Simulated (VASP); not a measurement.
Wanted: the native input for a VASP 6.6.1 run.

| Item | Value |
| --- | --- |
| Task | single point |
| Functional | PBE |
| Dispersion | D3(BJ) |
| Potentials or basis | VASP PAW PBE potentials, release 64 (K_sv, Ta_pv, O) |
| Cutoff | 520 eV |
| k mesh | 4 × 4 × 4 |
| Occupations | gaussian, width 0.05 eV |
| Spin | no spin polarisation |
| Dipole correction | no |
| Further INCAR settings | ALGO = Normal; EDIFF = 1e-06; NBANDS = 27 |

The structure of KTaO3 lies in POSCAR:

```
KTaO3
1.0
    3.9669831221      0.0000000000      0.0000000000
    0.0000000000      3.9669831221      0.0000000000
    0.0000000000      0.0000000000      3.9669831221
K Ta O
1 1 3
Direct
    0.0000000000      0.0000000000      0.0000000000
    0.5000000000      0.5000000000      0.5000000000
    0.5000000000      0.5000000000      0.0000000000
    0.5000000000      0.0000000000      0.5000000000
    0.0000000000      0.5000000000      0.5000000000
```

The input as run:

INCAR

```
SYSTEM = KTaO3
  PREC = Accurate
  ENCUT = 520
  EDIFF = 1E-6
  ISMEAR = 0
  SIGMA = 0.05
  LREAL = .False.
  LASPH = .True.
  NELM = 80
  ALGO = Normal
  ISIF = 2
  LWAVE = .False.
  LCHARG = .False.
  GGA = PE
  IVDW = 12
  NBANDS = 27
```

KPOINTS

```
regular mesh
0
Gamma
  4 4 4
  0 0 0
```

Potentials or basis: VASP PAW PBE potentials, release 64 (K_sv, Ta_pv, O).

The run is started by

```sh
$ cat potpaw_PBE.64/K_sv/POTCAR potpaw_PBE.64/Ta_pv/POTCAR potpaw_PBE.64/O/POTCAR > POTCAR
$ mpirun -np 1 vasp_std > vasp.out
```

Results of the run:

```json
{
 "Pressure": "6.5 GPa",
 "Band gap on the k mesh": "2.19 eV (least direct gap 2.81 eV)",
 "Dispersion energy per atom": "-0.240 eV"
}
```

Caveat: the cell stands under pressure; spin-orbit coupling is left out, which moves the levels of the heavy elements.

Wall time 24 s on 1 thread of Intel(R) Xeon(R) Platinum 8259CL CPU @ 2.50GHz (Skylake/Cascade Lake), with other jobs on the host, peak memory 0.18 GiB.
